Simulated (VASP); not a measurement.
# C in VASP: single point with LDA

Aim: the single point of C with LDA.

Program: VASP 6.6.1. These are calculated values, not measurements. Logs are shortened: lines on timing, memory, paths and dates and some standing lists are left out, and cuts for length are marked.

## 1. The cell of the first run

The cell holds a slab with vacuum, 2 atoms: a = 2.530 Å, b = 2.530 Å, c = 8.268 Å, α = 90.00°, β = 90.00°, γ = 120.00°.

## 2. Single point, LDA (strain +0.030 along x and y, -0.030 along z)

INCAR

```
ALGO = Normal
EDIFF = 1E-7
ENCUT = 520
GGA = CA
ISIF = 2
ISMEAR = 0
LASPH = True
LCHARG = False
LREAL = False
LWAVE = False
NBANDS = 11
NELM = 80
PREC = Accurate
SIGMA = 0.15
```

KPOINTS

```
k-points
0
Gamma
  24 24 6
```

POSCAR

```
C
1.0
    2.5298552671      0.0000000000      0.0000000000
   -1.2649276335      2.1909189292      0.0000000000
    0.0000000000      0.0000000000      8.2680892592
C
2
Direct
    0.3333333333      0.6666666667      0.0000000000
    0.6666666667      0.3333333333      0.0000000000
```

Potentials or basis: VASP PAW LDA potentials, release 64 (C).

Started as:

```console
$ cat potpaw_LDA.64/C/POTCAR > POTCAR
$ mpirun -np 1 vasp_std > vasp.out
```

OUTCAR:

```text
EDIFF = 1E-7
   ENCUT = 520
   GGA = CA
   ISIF = 2
   ISMEAR = 0
   LASPH = True
   LREAL = False
   NELM = 80
   PREC = Accurate

 ion  position               nearest neighbor table
   1  0.333  0.667  0.000-   2 1.46   2 1.46   2 1.46
   2  0.667  0.333  0.000-   1 1.46   1 1.46   1 1.46

  LATTYP: Found a hexagonal cell.
 ALAT       =     2.5298552671
 C/A-ratio  =     3.2682064333

  Lattice vectors:

 A1 = (   2.5298552671,   0.0000000000,   0.0000000000)
 A2 = (  -1.2649276335,   2.1909189292,   0.0000000000)
 A3 = (   0.0000000000,   0.0000000000,   8.2680892592)

Analysis of symmetry for initial positions (statically):
=====================================================================
 Subroutine PRICEL returns:
 Original cell was already a primitive cell.

 Routine SETGRP: Setting up the symmetry group for a
 hexagonal supercell.

 Subroutine GETGRP returns: Found 24 space group operations
 (whereof 24 operations were pure point group operations)
 out of a pool of 24 trial point group operations.

The static configuration has the point symmetry D_6h.

Analysis of symmetry for dynamics (positions and initial velocities):
=====================================================================
 Subroutine PRICEL returns:
 Original cell was already a primitive cell.

 Routine SETGRP: Setting up the symmetry group for a
 hexagonal supercell.

 Subroutine GETGRP returns: Found 24 space group operations
 (whereof 24 operations were pure point group operations)
 out of a pool of 24 trial point group operations.

The dynamic configuration has the point symmetry D_6h.

 Subroutine INISYM returns: Found 24 space group operations
 (whereof 24 operations are pure point group operations),
 and found     1 'primitive' translations

----------------------------------------------------------------------------------------

                                     Primitive cell

  volume of cell :      45.8276

  direct lattice vectors                    reciprocal lattice vectors
     2.529855267  0.000000000  0.000000000     0.395279530  0.228214743  0.000000000
    -1.264927633  2.190918929  0.000000000     0.000000000  0.456429486  0.000000000
     0.000000000  0.000000000  8.268089259     0.000000000  0.000000000  0.120946928

  length of vectors
     2.529855267  2.529855267  8.268089259     0.456429486  0.456429486  0.120946928

  position of ions in fractional coordinates (direct lattice)
     0.333333333  0.666666667  0.000000000
     0.666666667  0.333333333  0.000000000

  ion indices of the primitive-cell ions
   primitive index   ion index
                 1           1
                 2           2

----------------------------------------------------------------------------------------

 KPOINTS: k-points

Automatic generation of k-mesh.
 Grid dimensions read from file:
 generate k-points for:   24   24    6

 Generating k-lattice:

  Cartesian coordinates                     Fractional coordinates (reciprocal lattice)
     0.016469980  0.009508948  0.000000000     0.041666667  0.000000000  0.000000000
     0.000000000  0.019017895  0.000000000     0.000000000  0.041666667  0.000000000
     0.000000000  0.000000000  0.020157821     0.000000000  0.000000000  0.166666667

  Length of vectors
     0.019017895  0.019017895  0.020157821

  Shift w.r.t. Gamma in fractional coordinates (k-lattice)
     0.000000000  0.000000000  0.000000000

 Subroutine IBZKPT returns following result:
 ===========================================

 Found    244 irreducible k-points:

 Following reciprocal coordinates:
            Coordinates               Weight
  0.000000  0.000000  0.000000      1.000000
  0.041667 -0.000000  0.000000      6.000000
  0.083333 -0.000000  0.000000      6.000000
  0.125000 -0.000000  0.000000      6.000000
  0.166667  0.000000  0.000000      6.000000
  0.208333  0.000000  0.000000      6.000000
[... 16 lines left out ...]
  0.416667  0.041667  0.000000     12.000000
  0.458333  0.041667  0.000000     12.000000
 [... further k-points ...]
   k-points           NKPTS =    244   k-points in BZ     NKDIM =    244   number of bands    NBANDS=     11
   number of dos      NEDOS =    301   number of ions     NIONS =      2
   total plane-waves  NPLWV =  25600
   dimension x,y,z NGX =    20 NGY =   20 NGZ =   64
   dimension x,y,z NGXF=    40 NGYF=   40 NGZF=  128
   ions per type =               2
   NGX,Y,Z   is equivalent  to a cutoff of  13.14, 13.14, 12.87 a.u.
   NGXF,Y,Z  is equivalent  to a cutoff of  26.29, 26.29, 25.74 a.u.
 SYSTEM =  unknown system
   PREC   = accura    normal or accurate (medium, high low for compatibility)
   ISTART =      0    job   : 0-new  1-cont  2-samecut
   ICHARG =      2    charge: 1-file 2-atom 10-const
   ISPIN  =      1    spin polarized calculation?
   LNONCOLLINEAR =      F non collinear calculations
   LSORBIT =      F    spin-orbit coupling
   LASPH  =      T    aspherical Exc in radial PAW
   ENCUT  =  520.0 eV  38.22 Ry    6.18 a.u.   4.70  4.70 15.37*2*pi/ulx,y,z
   NELM   =     80;   NELMIN=  2; NELMDL= -5     # of ELM steps
   EDIFF  = 0.1E-06   stopping-criterion for ELM
   LREAL  =      F    real-space projection
   EDIFFG = 0.1E-05   stopping-criterion for IOM
   NSW    =      0    number of steps for IOM
   IBRION =     -1    ionic relax: 0-MD 1-quasi-New 2-CG
   NFREE  =      0    steps in history (QN), initial steepest desc. (CG)
   ISIF   =      2    stress and relaxation
   ISYM   =      2    0-nonsym 1-usesym 2-fastsym
   POTIM  = 0.5000    time-step for ionic-motion
   TEBEG  =    0.0;   TEEND  =   0.0 temperature during run
   PSTRESS=    0.0 pullay stress
   NELECT =       8.0000    total number of electrons
   NUPDOWN=      -1.0000    fix difference up-down
   EMIN   =  10.00;   EMAX   =-10.00  energy-range for DOS
   EFERMI =   0.00;   METHOD = LEGACY
   ISMEAR =     0;   SIGMA  =   0.15  broadening in eV -4-tet -1-fermi 0-gaus
   EFERMI_NEDOS =   21; number of points for ismear=-14 and -15
   IALGO  =     38    algorithm
   IMIX   =      4    mixing-type and parameters
     AMIX     =   0.40;   BMIX     =  1.00
     AMIX_MAG =   1.60;   BMIX_MAG =  1.00
  volume/ion in A,a.u.               =      22.91       154.63
  Fermi-wavevector in a.u.,A,eV,Ry     =   0.914947  1.728998 11.389810  0.837127
  Thomas-Fermi vector in A             =   2.039632
   LORBIT       =      0    0 simple, 1 ext, 2 COOP (PROOUT), +10 PAW based schemes
   GGA     = CA    functional components
   LHFCALC =     F    Hartree Fock is set to
   AEXX    =    0.0000 exact exchange contribution
   IVDW    =     0    specifies the selected vdW correction
   LEPSILON=     F    determine dielectric tensor
   LRPA    =     F    only Hartree local field effects (RPA)
 non-spin polarized calculation
 Gauss-broadening in eV      SIGMA  =   0.15
  energy-cutoff  :      520.00
  volume of cell :       45.83
 maximum number of plane-waves:      1255
 NGX is ok and might be reduce to    20
   NGX =  9   NGY =  9   NGZ = 31

 number of electron       8.0000001 magnetization

 Free energy of the ion-electron system (eV)
  ---------------------------------------------------
  ext. energy  EPLUGINS =         0.00000000
  ---------------------------------------------------
  free energy    TOTEN  =       -20.03003930 eV

  energy without entropy =      -20.02945160  energy(sigma->0) =      -20.02974545

 E-fermi :  -1.1395     XC(G=0):  -5.1947

 val. band max:       -1.1395452528   @ k =   0.3333   0.3333   0.3333
 cond. band min:      -1.1394869568   @ k =   0.3333   0.3333   0.1667
 fundamental gap:      0.0000582960
 Fermi energy:        -1.1395198084

 k-point     1 :       0.0000    0.0000    0.0000
  band No.  band energies     occupation
      1     -19.8369      2.00000
      2      -8.2756      2.00000
      3      -4.1971      2.00000
      4      -4.1971      2.00000
      5       2.2209      0.00000
      6       4.7381      0.00000
      7       6.4889      0.00000
      8       6.6233      0.00000
      9       6.6233      0.00000
     10       9.2932      0.00000
     11       9.9590      0.00000

 k-point     2 :       0.0417   -0.0000    0.0000
  band No.  band energies     occupation
      1     -19.7979      2.00000
      2      -8.2294      2.00000
      3      -4.3575      2.00000
      4      -4.2791      2.00000
      5       2.2737      0.00000
      6       4.7890      0.00000
      7       6.5243      0.00000
      8       6.6601      0.00000
      9       6.7877      0.00000
     10       9.1671      0.00000
     11      10.0321      0.00000

 k-point     3 :       0.0833   -0.0000    0.0000
  band No.  band energies     occupation
      1     -19.6811      2.00000
      2      -8.0912      2.00000
      3      -4.8139      2.00000
      4      -4.5086      2.00000
      5       2.4322      0.00000
      6       4.9416      0.00000
      7       6.6001      0.00000
      8       6.7704      0.00000
      9       7.2632      0.00000
     10       8.7992      0.00000
     11      10.2659      0.00000

 k-point     4 :       0.1250   -0.0000    0.0000
  band No.  band energies     occupation
      1     -19.4867      2.00000
      2      -7.8619      2.00000
      3      -5.5064      2.00000
      4      -4.8449      2.00000
      5       2.6962      0.00000
      6       5.1947      0.00000
      7       6.6193      0.00000
      8       6.9958      0.00000
      9       8.0050      0.00000
     10       8.2174      0.00000
     11      10.6789      0.00000

 k-point     5 :       0.1667    0.0000    0.0000
  band No.  band energies     occupation
      1     -19.2154      2.00000
      2      -7.5432      2.00000
      3      -6.3653      2.00000
      4      -5.2410      2.00000
      5       3.0657      0.00000
      6       5.5451      0.00000
      7       6.5486      0.00000
      8       7.3426      0.00000
      9       7.4620      0.00000
     10       8.9593      0.00000
     11      11.2556      0.00000
[... 211 lines left out ...]
 k-point    21 :       0.3333    0.0417    0.0000
  band No.  band energies     occupation
      1     -17.0488      2.00000
      2     -10.9341      2.00000
      3      -7.0041      2.00000
      4      -5.0982      2.00000
      5       2.8911      0.00000
      6       5.9379      0.00000
      7       6.1237      0.00000
      8       8.3871      0.00000
      9      10.2362      0.00000
     10      13.2218      0.00000
     11      14.7151      0.00000

 k-point    22 :       0.3750    0.0417    0.0000
  band No.  band energies     occupation
      1     -16.3881      2.00000
      2     -11.9252      2.00000
      3      -7.2269      2.00000
      4      -4.4249      2.00000
      5       1.9031      0.00000
      6       5.8677      0.00000
      7       7.0095      0.00000
      8       9.2343      0.00000
      9      11.1355      0.00000
     10      12.7180      0.00000
     11      13.9303      0.00000

 k-point    23 :       0.4167    0.0417    0.0000
  band No.  band energies     occupation
      1     -15.6835      2.00000
      2     -12.8549      2.00000
      3      -7.3781      2.00000
      4      -3.7979      2.00000
      5       1.0574      0.00000
      6       5.7856      0.00000
      7       8.0407      0.00000
      8      10.1276      0.00000
      9      11.5896      0.00000
     10      12.1209      0.00000
     11      13.1819      0.00000

 k-point    24 :       0.4583    0.0417    0.0000
  band No.  band energies     occupation
      1     -15.0271      2.00000
      2     -13.6252      2.00000
      3      -7.4545      2.00000
      4      -3.3729      2.00000
      5       0.5204      0.00000
      6       5.7429      0.00000
      7       9.1621      0.00000
      8      10.3632      0.00000
      9      10.9598      0.00000
     10      12.4030      0.00000
     11      13.1594      0.00000

 [... further k-points ...]

------------------------ aborting loop because EDIFF is reached ----------------------------------------

  FORCE on cell =-STRESS in cart. coord.  units (eV):
  Direction    XX          YY          ZZ          XY          YZ          ZX
  --------------------------------------------------------------------------------------
  -------------------------------------------------------------------------------------
  Total       -4.3120425     -4.3120425     -0.0119761     -0.0000000      0.0000000      0.0000000
  in kB     -150.7531770   -150.7531770     -0.4186960     -0.0000000      0.0000000      0.0000000
  external PRESSURE =    -100.6416834 kB  Pullay stress =       0.0000000 kB

 VOLUME and BASIS-vectors are now :
 -----------------------------------------------------------------------------
  energy-cutoff  :      520.00
  volume of cell :       45.83
      direct lattice vectors                 reciprocal lattice vectors
     2.529855267  0.000000000  0.000000000     0.395279530  0.228214743  0.000000000
    -1.264927633  2.190918929  0.000000000     0.000000000  0.456429486  0.000000000
     0.000000000  0.000000000  8.268089259     0.000000000  0.000000000  0.120946928

 POSITION                                       TOTAL-FORCE (eV/Angst)
 -----------------------------------------------------------------------------------
     -0.00000      1.46061      0.00000         0.000000      0.000000      0.000000
      1.26493      0.73031      0.00000        -0.000000      0.000000      0.000000
 -----------------------------------------------------------------------------------
    total drift:                                0.000000     -0.000000     -0.000000

  FREE ENERGIE OF THE ION-ELECTRON SYSTEM (eV)
  ---------------------------------------------------
  free  energy   TOTEN  =       -20.0300393018 eV

  energy  without entropy=      -20.0294516043  energy(sigma->0) =      -20.02974545
```

It took 3.2 min on 1 thread of AMD EPYC 7R43 (Zen 3), shared host; peak memory 0.17 GiB.

Results:

| Item | Value |
| --- | --- |
| Free energy | -20.0300 eV |
| Band gap on the k mesh | zero (filled and empty bands touch) |

Levels at points of the mesh, in eV from the Fermi level:
| k point | band 1 | band 2 | band 3 | band 4 | band 5 | band 6 | band 7 | band 8 | band 9 |
| --- | --- | --- | --- | --- | --- | --- | --- | --- | --- |
| (0.00, 0.00, 0.00) | -18.70 | -7.14 | -3.06 | -3.06 | 3.36 | 5.88 | 7.63 | 7.76 | 7.76 |
| (0.50, 0.00, 0.00) | -13.77 | -12.67 | -6.19 | -2.21 | 1.59 | 6.70 | 10.81 | 10.91 | 12.35 |
| (0.00, 0.00, 0.50) | -18.70 | -7.14 | -3.06 | -3.06 | 4.08 | 4.30 | 7.76 | 7.76 | 9.71 |
| (0.50, 0.00, 0.50) | -13.77 | -12.67 | -6.19 | -2.21 | 1.59 | 6.70 | 11.32 | 11.44 | 11.58 |

Caveat: the cell differs from its parent crystal (strain +0.030 along x and y, -0.030 along z).
